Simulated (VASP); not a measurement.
# Be2AgBiO8: single point with PBEsol

Crystal: Be2AgBiO8.

```
Bi O Be Ag
1.0
    -0.08491    5.00284   -0.01043
     4.86489   -0.08491    0.07198
     2.30606    2.47113   -5.94368
Bi O Be Ag
1 8 2 1
Direct
  0.50065 0.47470 0.02209
  0.18443 0.36080 0.84578
  0.65430 0.04637 0.13844
  0.92696 0.83804 0.87460
  0.18715 0.79927 0.16687
  0.74137 0.42604 0.64540
  0.59167 0.39464 0.33554
  0.55680 0.92482 0.67949
  0.08491 0.22164 0.31575
  0.01154 0.01436 0.00114
  0.73511 0.24910 0.50504
  0.24410 0.74501 0.48088
```

```json
{
  "Program": "VASP 6.6.1",
  "Task": "single point",
  "Functional": "PBEsol",
  "Potentials or basis": "VASP PAW PBE potentials, release 64 (Bi_d, O, Be, Ag)",
  "Cutoff": "520 eV",
  "k mesh": "4 × 4 × 3, shifted",
  "Occupations": "gaussian, width 0.0148 eV",
  "Spin": "no spin polarisation",
  "Dipole correction": "no",
  "k mesh for the DOS": "6 × 6 × 5",
  "Occupations for the DOS": "tetrahedron",
  "Further INCAR settings": "ALGO = Normal; EDIFF = 1e-07; NBANDS = 51"
}
```

```
Valence electrons inside the program's atomic spheres : Bi 12.37; O 4.82, 4.84, 4.81, 4.86, 4.83, 4.80, 4.77 (each value once); Be 1.17, 1.39; Ag 9.43
```

Levels at points of the mesh, in eV from the Fermi level:
```csv
k point,band 35,band 36,band 37,band 38,band 39,band 40,band 41,band 42,band 43,band 44
"(0.00, 0.00, 0.00)",-0.60,-0.55,-0.43,-0.22,-0.12,-0.03,0.24,0.35,0.40,5.28
"(0.50, 0.00, 0.00)",-0.58,-0.44,-0.33,-0.09,-0.04,0.13,0.25,0.27,0.72,5.62
"(0.00, 0.50, 0.00)",-0.66,-0.49,-0.32,-0.24,-0.01,0.11,0.17,0.33,0.63,5.62
"(0.50, 0.50, 0.00)",-0.65,-0.58,-0.45,-0.43,-0.31,-0.21,0.10,0.24,0.50,5.92
```

Wall time 13 min on 1 thread of Intel(R) Xeon(R) Platinum 8259CL CPU @ 2.50GHz (Skylake/Cascade Lake) (shared host), peak memory 0.67 GiB.

Caveat: spin-orbit coupling is left out, which moves the levels of the heavy elements.
